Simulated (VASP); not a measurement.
A run of VASP 6.6.1 is set up as follows.

File POSCAR:

```
TiAl
1.0
    2.8500880911      0.0000000000      0.0000000000
   -1.4250440455      2.4682486899      0.0000000000
    0.0000000000      0.0000000000      4.5979342412
Ti Al
1 1
Direct
    0.0000000000      0.0000000000      0.0000000000
    0.3333333333      0.6666666667      0.5000000000
```

The input INCAR.step1:

```
PREC = Accurate ; ENCUT = 520
EDIFF = 1E-5 ; ISMEAR = 0
SIGMA = 0.01 ; LREAL = F
LASPH = T ; NELM = 80
ALGO = Normal ; ISIF = 2
LWAVE = T ; LCHARG = F
GGA = PE ; NBANDS = 14
```

The input INCAR.step2:

```
PREC = Accurate ; ENCUT = 520
EDIFF = 1E-7 ; ISMEAR = 0
SIGMA = 0.01 ; LREAL = F
LASPH = T ; NELM = 80
ALGO = Normal ; ISIF = 2
LWAVE = F ; LCHARG = F
GGA = PS ; LHFCALC = T
AEXX = 0.25 ; PRECFOCK = Normal
ISTART = 1 ; NBANDS = 14
```

File KPOINTS:

```
Automatic mesh
0
Gamma
  6 6 3
```

Potentials or basis: VASP PAW PBE potentials, release 64 (Ti_sv, Al).

The run is started by

```bash
$ cat potpaw_PBE.64/Ti_sv/POTCAR potpaw_PBE.64/Al/POTCAR > POTCAR
$ cp INCAR.step1 INCAR
$ mpirun -np 1 vasp_std > vasp.out
$ cp INCAR.step2 INCAR
$ mpirun -np 1 vasp_std > vasp.out
```

Question: What does it give for the pressure?

Answer: -0.6 GPa.

Question: Predict the band gap on the k mesh.

Answer: Zero (an odd number of electrons rules out a gap without spin polarisation).

Caveat: the k points lie up to 0.46 Å⁻¹ apart, too coarse for converged energies and pressures of a metal; the PAW data sets were made with another functional, which shifts forces and pressure a little.
